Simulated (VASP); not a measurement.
Runs of VASP 6.6.1 on AlN. The structure is that of space group I-4m2 (No. 119), or close to it. The cells are those of the table. 

```tsv
cell	gap on the mesh (eV)	pressure (GPa)
a = 3.210, b = 3.210, c = 2.907 Å, angles 63.1, 63.1, 53.8°, 2 atoms	2.53	(b)
a = 3.069, b = 3.069, c = 3.131 Å, angles 59.3, 59.3, 61.3°, 2 atoms	(c)	-3.2
a = 3.026, b = 3.026, c = 3.261 Å, angles 57.4, 57.4, 65.2°, 2 atoms	2.62	(a)
a = 3.051, b = 3.051, c = 3.176 Å, angles 58.6, 58.6, 62.7°, 2 atoms	2.82	-3.6
a = 3.440, b = 3.440, c = 2.698 Å, angles 66.9, 66.9, 46.2°, 2 atoms	none	-7.5
```

Alike in all rows: task single point; level LDA; potentials or basis VASP PAW LDA potentials, release 64 (Al, N); no spin polarisation; k mesh 10 × 10 × 10; cutoff (eV) 520; smearing gaussian 0.05 eV.

Estimate the missing entries.

(a) -5.4; (b) -5.1; (c) 3.00.

A k mesh can miss the band edges.

A gap of «none» marks levels without a gap at the run's occupations.
